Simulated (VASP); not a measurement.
# Sc (Fd-3m) in VASP: a series of runs

Runs on Sc. Level: revPBE. Tasks: single point.

Everything below comes from runs of VASP 6.6.1. Logs are shortened: lines on timing, memory, paths and dates and some standing lists are left out, and cuts for length are marked.

### 1 The cell of the first run

Symmetry: Fd-3m, No. 227, cubic system. The conventional cell has a = 6.785 Å, b = 6.785 Å, c = 6.785 Å, α = 90.00°, β = 90.00°, γ = 90.00°. Within 3.9 Å of Sc (site symmetry -43m) lie 4 Sc at 2.94 Å.

This isn't the form of Sc at room conditions, which is hcp.

### 2 Single point, revPBE (39.05 Å³/atom)

Contents of INCAR:

```
SYSTEM = Sc
PREC = Accurate
ENCUT = 520
EDIFF = 1E-6
ISMEAR = -1
SIGMA = 0.1
LREAL = .False.
LASPH = .True.
NELM = 60
ALGO = Normal
ISIF = 2
LWAVE = .False.
LCHARG = .True.
GGA = RE
LELF = .True.
LVHAR = .True.
NBANDS = 18
```

Contents of KPOINTS:

```
regular mesh
0
Gamma
  9 9 9
  0 0 0
```

Contents of POSCAR:

```
Sc
1.0
    0.0000000000      3.3926538185      3.3926538185
    3.3926538185      0.0000000000      3.3926538185
    3.3926538185      3.3926538185      0.0000000000
Sc
2
Direct
    0.1250000000      0.1250000000      0.1250000000
    0.8750000000      0.8750000000      0.8750000000
```

Potentials or basis: VASP PAW PBE potentials, release 64 (Sc_sv).

On the command line:

```sh
> cat potpaw_PBE.64/Sc_sv/POTCAR > POTCAR
> mpirun -np 1 vasp_std > vasp.out
```

OUTCAR:

```text
SYSTEM = Sc
   PREC = Accurate
   ENCUT = 520
   EDIFF = 1E-6
   ISMEAR = -1
   LREAL = .False.
   LASPH = .True.
   NELM = 60
   ISIF = 2
   GGA = RE

 ion  position               nearest neighbor table
   1  0.125  0.125  0.125-   2 2.94   2 2.94   2 2.94   2 2.94
   2  0.875  0.875  0.875-   1 2.94   1 2.94   1 2.94   1 2.94

  LATTYP: Found a face centered cubic cell.
 ALAT       =     6.7853076370

  Lattice vectors:

 A1 = (   0.0000000000,   3.3926538185,   3.3926538185)
 A2 = (   3.3926538185,   0.0000000000,   3.3926538185)
 A3 = (   3.3926538185,   3.3926538185,   0.0000000000)

Analysis of symmetry for initial positions (statically):
=====================================================================
 Subroutine PRICEL returns:
 Original cell was already a primitive cell.

 Routine SETGRP: Setting up the symmetry group for a
 face centered cubic supercell.

 Subroutine GETGRP returns: Found 48 space group operations
 (whereof 12 operations were pure point group operations)
 out of a pool of 48 trial point group operations.

The static configuration has the point symmetry D_3d.
 The point group associated with its full space group is O_h .

Analysis of symmetry for dynamics (positions and initial velocities):
=====================================================================
 Subroutine PRICEL returns:
 Original cell was already a primitive cell.

 Routine SETGRP: Setting up the symmetry group for a
 face centered cubic supercell.

 Subroutine GETGRP returns: Found 48 space group operations
 (whereof 12 operations were pure point group operations)
 out of a pool of 48 trial point group operations.

The dynamic configuration has the point symmetry D_3d.
 The point group associated with its full space group is O_h .

 Subroutine INISYM returns: Found 48 space group operations
 (whereof 12 operations are pure point group operations),
 and found     1 'primitive' translations

----------------------------------------------------------------------------------------

                                     Primitive cell

  volume of cell :      78.0996

  direct lattice vectors                    reciprocal lattice vectors
     0.000000000  3.392653818  3.392653818    -0.147377253  0.147377253  0.147377253
     3.392653818  0.000000000  3.392653818     0.147377253 -0.147377253  0.147377253
     3.392653818  3.392653818  0.000000000     0.147377253  0.147377253 -0.147377253

  length of vectors
     4.797937043  4.797937043  4.797937043     0.255264890  0.255264890  0.255264890

  position of ions in fractional coordinates (direct lattice)
     0.125000000  0.125000000  0.125000000
     0.875000000  0.875000000  0.875000000

  ion indices of the primitive-cell ions
   primitive index   ion index
                 1           1
                 2           2

----------------------------------------------------------------------------------------

 KPOINTS: regular mesh

Automatic generation of k-mesh.
 Grid dimensions read from file:
 generate k-points for:    9    9    9

 Generating k-lattice:

  Cartesian coordinates                     Fractional coordinates (reciprocal lattice)
    -0.016375250  0.016375250  0.016375250     0.111111111  0.000000000  0.000000000
     0.016375250 -0.016375250  0.016375250     0.000000000  0.111111111  0.000000000
     0.016375250  0.016375250 -0.016375250     0.000000000  0.000000000  0.111111111

  Length of vectors
     0.028362766  0.028362766  0.028362766

  Shift w.r.t. Gamma in fractional coordinates (k-lattice)
     0.000000000  0.000000000  0.000000000

 Subroutine IBZKPT returns following result:
 ===========================================

 Found     35 irreducible k-points:

 Following reciprocal coordinates:
            Coordinates               Weight
  0.000000  0.000000  0.000000      1.000000
  0.111111  0.000000  0.000000      8.000000
  0.222222  0.000000  0.000000      8.000000
  0.333333  0.000000  0.000000      8.000000
  0.444444  0.000000  0.000000      8.000000
  0.111111  0.111111  0.000000      6.000000
[... 16 lines left out ...]
 -0.333333  0.333333  0.000000     12.000000
  0.444444  0.444444  0.000000      6.000000
 [... further k-points ...]
   k-points           NKPTS =     35   k-points in BZ     NKDIM =     35   number of bands    NBANDS=     18
   number of dos      NEDOS =    301   number of ions     NIONS =      2
   total plane-waves  NPLWV =  46656
   dimension x,y,z NGX =    36 NGY =   36 NGZ =   36
   dimension x,y,z NGXF=    72 NGYF=   72 NGZF=   72
   ions per type =               2
   NGX,Y,Z   is equivalent  to a cutoff of  12.47, 12.47, 12.47 a.u.
   NGXF,Y,Z  is equivalent  to a cutoff of  24.95, 24.95, 24.95 a.u.
 SYSTEM =  Sc
   PREC   = accura    normal or accurate (medium, high low for compatibility)
   ISTART =      0    job   : 0-new  1-cont  2-samecut
   ICHARG =      2    charge: 1-file 2-atom 10-const
   ISPIN  =      1    spin polarized calculation?
   LNONCOLLINEAR =      F non collinear calculations
   LSORBIT =      F    spin-orbit coupling
   LASPH  =      T    aspherical Exc in radial PAW
   ENCUT  =  520.0 eV  38.22 Ry    6.18 a.u.   8.92  8.92  8.92*2*pi/ulx,y,z
   NELM   =     60;   NELMIN=  2; NELMDL= -5     # of ELM steps
   EDIFF  = 0.1E-05   stopping-criterion for ELM
   LREAL  =      F    real-space projection
   EDIFFG = 0.1E-04   stopping-criterion for IOM
   NSW    =      0    number of steps for IOM
   IBRION =     -1    ionic relax: 0-MD 1-quasi-New 2-CG
   NFREE  =      0    steps in history (QN), initial steepest desc. (CG)
   ISIF   =      2    stress and relaxation
   ISYM   =      2    0-nonsym 1-usesym 2-fastsym
   POTIM  = 0.5000    time-step for ionic-motion
   TEBEG  =    0.0;   TEEND  =   0.0 temperature during run
   PSTRESS=    0.0 pullay stress
   NELECT =      22.0000    total number of electrons
   NUPDOWN=      -1.0000    fix difference up-down
   EMIN   =  10.00;   EMAX   =-10.00  energy-range for DOS
   EFERMI =   0.00;   METHOD = LEGACY
   ISMEAR =    -1;   SIGMA  =   0.10  broadening in eV -4-tet -1-fermi 0-gaus
   EFERMI_NEDOS =   21; number of points for ismear=-14 and -15
   IALGO  =     38    algorithm
   IMIX   =      4    mixing-type and parameters
     AMIX     =   0.40;   BMIX     =  1.00
     AMIX_MAG =   1.60;   BMIX_MAG =  1.00
  volume/ion in A,a.u.               =      39.05       263.52
  Fermi-wavevector in a.u.,A,eV,Ry     =   1.073164  2.027986 15.669577  1.151681
  Thomas-Fermi vector in A             =   2.208956
   LORBIT       =      0    0 simple, 1 ext, 2 COOP (PROOUT), +10 PAW based schemes
   GGA     = RE    functional components
   LHFCALC =     F    Hartree Fock is set to
   AEXX    =    0.0000 exact exchange contribution
   IVDW    =     0    specifies the selected vdW correction
   LEPSILON=     F    determine dielectric tensor
   LRPA    =     F    only Hartree local field effects (RPA)
 non-spin polarized calculation
  energy-cutoff  :      520.00
  volume of cell :       78.10
 maximum number of plane-waves:      2122
   NGX = 17   NGY = 17   NGZ = 17

 number of electron      21.9999999 magnetization

 Free energy of the ion-electron system (eV)
  ---------------------------------------------------
  ext. energy  EPLUGINS =         0.00000000
  ---------------------------------------------------
  free energy    TOTEN  =        -8.14069263 eV

  energy without entropy =       -7.91411972  energy(sigma->0) =       -8.02740618

 E-fermi :   1.2978     XC(G=0):  -7.9100

 val. band max:        1.2941288167   @ k =  -0.3333   0.2222   0.0000
 cond. band min:       1.3028902970   @ k =   0.4444   0.2222   0.1111
 fundamental gap:      0.0087614803
 Fermi energy:         1.2978442322

 k-point     1 :       0.0000    0.0000    0.0000
  band No.  band energies     occupation
      1     -48.9090      2.00000
      2     -48.7763      2.00000
      3     -27.5875      2.00000
      4     -27.5875      2.00000
      5     -27.5875      2.00000
      6     -27.3147      2.00000
[... 10 lines left out ...]
     17       2.7383      0.00000
     18       4.3162      0.00000

 k-point     2 :       0.1111    0.0000    0.0000
  band No.  band energies     occupation
      1     -48.9061      2.00000
      2     -48.7793      2.00000
      3     -27.5913      2.00000
      4     -27.5913      2.00000
      5     -27.5867      2.00000
      6     -27.3162      2.00000
[... 10 lines left out ...]
     17       2.7326      0.00000
     18       4.3065      0.00000

 k-point     3 :       0.2222    0.0000    0.0000
  band No.  band energies     occupation
      1     -48.8978      2.00000
      2     -48.7876      2.00000
      3     -27.6003      2.00000
      4     -27.6003      2.00000
      5     -27.5849      2.00000
      6     -27.3199      2.00000
[... 10 lines left out ...]
     17       2.7778      0.00000
     18       4.2660      0.00000

 k-point     4 :       0.3333    0.0000    0.0000
  band No.  band energies     occupation
      1     -48.8866      2.00000
      2     -48.7988      2.00000
      3     -27.6100      2.00000
      4     -27.6100      2.00000
      5     -27.5828      2.00000
      6     -27.3240      2.00000
[... 375 lines left out ...]
      4     -27.6383      2.00000
      5     -27.4907      2.00000
      6     -27.4169      2.00000
[... 10 lines left out ...]
     17       3.2125      0.00000
     18       4.1240      0.00000

 k-point    23 :      -0.3333    0.3333    0.0000
  band No.  band energies     occupation
      1     -48.8594      2.00000
      2     -48.8262      2.00000
      3     -27.6516      2.00000
      4     -27.6316      2.00000
      5     -27.5060      2.00000
      6     -27.4008      2.00000
[... 10 lines left out ...]
     17       3.1954      0.00000
     18       3.8509      0.00000

 k-point    24 :       0.4444    0.4444    0.0000
  band No.  band energies     occupation
      1     -48.8543      2.00000
      2     -48.8313      2.00000
      3     -27.6450      2.00000
      4     -27.6450      2.00000
      5     -27.4782      2.00000
      6     -27.4311      2.00000
[... 10 lines left out ...]
     17       3.6747      0.00000
     18       3.6747      0.00000

 [... further k-points ...]

------------------------ aborting loop because EDIFF is reached ----------------------------------------

  FORCE on cell =-STRESS in cart. coord.  units (eV):
  Direction    XX          YY          ZZ          XY          YZ          ZX
  --------------------------------------------------------------------------------------
  -------------------------------------------------------------------------------------
  Total       -0.0219457     -0.0219457     -0.0219457     -0.0000000      0.0000000      0.0000000
  in kB       -0.4502057     -0.4502057     -0.4502057     -0.0000000      0.0000000      0.0000000
  external PRESSURE =      -0.4502057 kB  Pullay stress =       0.0000000 kB

 VOLUME and BASIS-vectors are now :
 -----------------------------------------------------------------------------
  energy-cutoff  :      520.00
  volume of cell :       78.10
      direct lattice vectors                 reciprocal lattice vectors
     0.000000000  3.392653818  3.392653818    -0.147377253  0.147377253  0.147377253
     3.392653818  0.000000000  3.392653818     0.147377253 -0.147377253  0.147377253
     3.392653818  3.392653818  0.000000000     0.147377253  0.147377253 -0.147377253

 POSITION                                       TOTAL-FORCE (eV/Angst)
 -----------------------------------------------------------------------------------
      0.84816      0.84816      0.84816        -0.000000     -0.000000     -0.000000
      5.93714      5.93714      5.93714         0.000000      0.000000      0.000000
 -----------------------------------------------------------------------------------
    total drift:                                0.000000      0.000000      0.000000

  FREE ENERGIE OF THE ION-ELECTRON SYSTEM (eV)
  ---------------------------------------------------
  free  energy   TOTEN  =        -8.1406926331 eV

  energy  without entropy=       -7.9141197205  energy(sigma->0) =       -8.02740618
```

It took 39 s on 1 thread of AMD EPYC 7R13 (Zen 3), shared host; peak memory 0.18 GiB.

What came out:

- Free energy: -8.1407 eV
- Pressure: 0.0 GPa
- Band gap on the k mesh: zero (bands 11 and 12 overlap by 0.63 eV)

Levels at points of the mesh, in eV from the Fermi level:
```
           k point  band 7  band 8  band 9  band 10  band 11  band 12  band 13  band 14  band 15  band 16
(0.00, 0.00, 0.00)  -28.61  -28.61   -3.86     0.12     0.12     0.20     0.20     0.20     1.44     1.44
```

Caveat: the PAW data sets were made with another functional, which shifts forces and pressure a little.

### 3 Single point, revPBE

Contents of INCAR:

```
PREC = Accurate
ENCUT = 520
EDIFF = 1E-6
ISMEAR = -1
SIGMA = 0.1
LREAL = F
LASPH = T
NELM = 60
ALGO = Normal
ISIF = 2
LWAVE = F
LCHARG = T
GGA = RE
LELF = T
LVHAR = T
NBANDS = 18
```

Contents of KPOINTS:

```
Automatic mesh
0
Gamma
  13 13 13
```

POSCAR is that of step 2.

Potentials or basis: VASP PAW PBE potentials, release 64 (Sc_sv).

On the command line:

```sh
> cat potpaw_PBE.64/Sc_sv/POTCAR > POTCAR
> mpirun -np 1 vasp_std > vasp.out
```

Run time: 91 s. Hardware: 1 thread of AMD EPYC 7R13 (Zen 3), shared host; peak memory 0.23 GiB.

It converged, with:

```
Free energy            : -8.1406 eV
Pressure               : 0.0 GPa
Band gap on the k mesh : zero (bands 11 and 12 overlap by 0.67 eV)
```

Levels at points of the mesh, in eV from the Fermi level:
| k point | band 9 | band 10 | band 11 | band 12 | band 13 | band 14 |
| --- | --- | --- | --- | --- | --- | --- |
| (0.00, 0.00, 0.00) | -3.86 | 0.12 | 0.12 | 0.20 | 0.20 | 0.20 |

Caveat: the PAW data sets were made with another functional, which shifts forces and pressure a little.
